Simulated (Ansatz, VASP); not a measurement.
**GaN: VASP beside Ansatz**

File POSCAR:

```
GaN
1.0
    3.2276996554      0.0000000000      0.0000000000
   -1.6138498277      2.7539604900      0.0000000000
    0.0000000000      0.0000000000      5.1660000000
Ga N
2 2
Direct
    0.3333333333      0.6666666667      0.0000000000
    0.6666666667      0.3333333333      0.5000000000
    0.3333333333      0.6666666667      0.3750000000
    0.6666666667      0.3333333333      0.8750000000
```

File INCAR.step1:

```
ALGO     = Normal         # electronic algorithm
EDIFF    = 1E-4           # SCF threshold, eV
ENCUT    = 520            # plane-wave cutoff, eV
GGA      = PE             # functional
ISMEAR   = 0              # smearing method
LASPH    = True           # aspherical terms in the spheres
LCHARG   = False          # write CHGCAR
LREAL    = False          # projectors in reciprocal space
LWAVE    = True           # write WAVECAR
NBANDS   = 26             # bands
NELM     = 100            # most SCF steps
PREC     = Accurate       # precision mode
SIGMA    = 0.05           # smearing width, eV
```

INCAR.step2

```
ALGO     = Normal         # electronic algorithm
EDIFF    = 1E-6           # SCF threshold, eV
ENCUT    = 520            # plane-wave cutoff, eV
ISIF     = 2              # what is computed and relaxed
ISMEAR   = 0              # smearing method
ISTART   = 1            
LASPH    = True           # aspherical terms in the spheres
LCHARG   = False          # write CHGCAR
LMIXTAU  = True         
LREAL    = False          # projectors in reciprocal space
LWAVE    = False          # write WAVECAR
METAGGA  = R2SCAN         # meta-GGA
NBANDS   = 26             # bands
NELM     = 100            # most SCF steps
PREC     = Accurate       # precision mode
SIGMA    = 0.05           # smearing width, eV
```

KPOINTS

```
k-points
0
Gamma
  12 12 6
```

Input for Ansatz:

```yaml
crystal:
  lattice:
    - [3.2276996554, 0.0, 0.0]
    - [-1.6138498277, 2.75396049, 0.0]
    - [0.0, 0.0, 5.166]
  atoms:
    - { symbol: Ga, position: [0.3333333333, 0.6666666667, 0.0] }
    - { symbol: Ga, position: [0.6666666667, 0.3333333333, 0.5] }
    - { symbol: "N", position: [0.3333333333, 0.6666666667, 0.375] }
    - { symbol: "N", position: [0.6666666667, 0.3333333333, 0.875] }
basis:
  ecutwfc: 500
kpoints:
  mp_grid: { grid: [12, 12, 6] }
hamiltonian:
  xc: r2scan
scf:
  occupations: { method: gaussian, width: 0.05 }
output:
  forces: true
  stress: true
  eigenvalues: true
```

Change from the starting cell: strain +0.0150 x Voigt [1, 0, 0, 0, 0, 0], atoms carried along.

Alike in both runs: task single point; functional r2SCAN; k mesh 12 × 12 × 6; occupations gaussian, width 0.05 eV; no spin polarisation.

```csv
,VASP,Ansatz
version,VASP 6.6.1,Ansatz 0.2.0
potentials or method,"VASP PAW PBE potentials, release 64 (Ga_d, N), cutoff 520 eV","scalar-relativistic, plane waves, PAW"
valence electrons in the cell,36,36
```

```tsv
	VASP	Ansatz	Ansatz less VASP
gap on the k mesh at the Fermi level (eV)	2.26	2.26	+0.007
least direct gap on the mesh (eV)	2.26	2.26	+0.007
pressure (GPa)	-0.7	-1.8	-1.03
traceless stress, the component that is largest in VASP (GPa)	-3.90	-3.88	+0.026
rms of the force components (eV/Å)	0.142	0.142	-0.0005
```

VASP's potentials were made for PBE, not for r2SCAN. Atom by atom the forces differ by 0.002 eV/Å (rms over components).
